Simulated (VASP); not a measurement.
Crystal: Al4CoNi3.

```
Al Co Ni
1.0
     5.90762    0.00000    0.00000
     0.00000    5.90762    0.00000
     0.00000    0.00000    2.95381
Al Co Ni
4 1 3
Direct
  0.25000 0.25000 0.50000
  0.25000 0.75000 0.50000
  0.75000 0.25000 0.50000
  0.75000 0.75000 0.50000
  0.00000 0.00000 0.00000
  0.00000 0.50000 0.00000
  0.50000 0.00000 0.00000
  0.50000 0.50000 0.00000
```

| Quantity | Value |
| --- | --- |
| Program | VASP 6.6.1 |
| Task | relaxation of cell and atoms |
| Functional | PBE |
| Potentials or basis | VASP PAW PBE potentials, release 64 (Al, Co, Ni) |
| Cutoff | 600 eV |
| k mesh | 4 × 4 × 6 |
| Occupations | gaussian, width 0.1 eV |
| Spin | collinear spin, ferrimagnetic start |
| Starting moments | [0.0, 0.0, 0.0, 0.0, -3.0, 2.0, 2.0, 2.0] μB |

At the start: pressure -9.6 GPa; volume 12.89 Å³/atom.

**Question.** How do energy, volume and symmetry change on relaxing?

**Answer.** Over 7 steps the energy falls by 29.2 meV/atom and the volume is 12.01 Å³/atom (-6.8 %); space group P4/mmm (No. 123, to 0.1 Å) before and after; moment 0.68 μB per cell.

Step by step:
```csv
step,energy change (eV),largest force (eV/Å),pressure (GPa),volume (Å³)
1,0.0000,0.1717,-9.57,103.09
2,-0.1314,0.0711,7.80,92.02
3,-0.2254,0.1164,0.07,96.11
4,-0.2295,0.0511,0.04,96.11
5,-0.2325,0.0794,0.03,96.10
6,-0.2325,0.0639,-0.04,96.10
7,-0.2339,0.0363,0.06,96.05
```

Final structure:
```
Al Co Ni
1.0
     5.80752    0.00000    0.00000
     0.00000    5.80752    0.00000
     0.00000    0.00000    2.84793
Al Co Ni
4 1 3
Cartesian
  1.4392 1.4392 1.4240
  1.4392 4.3684 1.4240
  4.3684 1.4392 1.4240
  4.3684 4.3684 1.4240
  5.8075 5.8075 0.0000
  5.8075 2.9038 0.0000
  2.9038 5.8075 0.0000
  2.9038 2.9038 0.0000
```
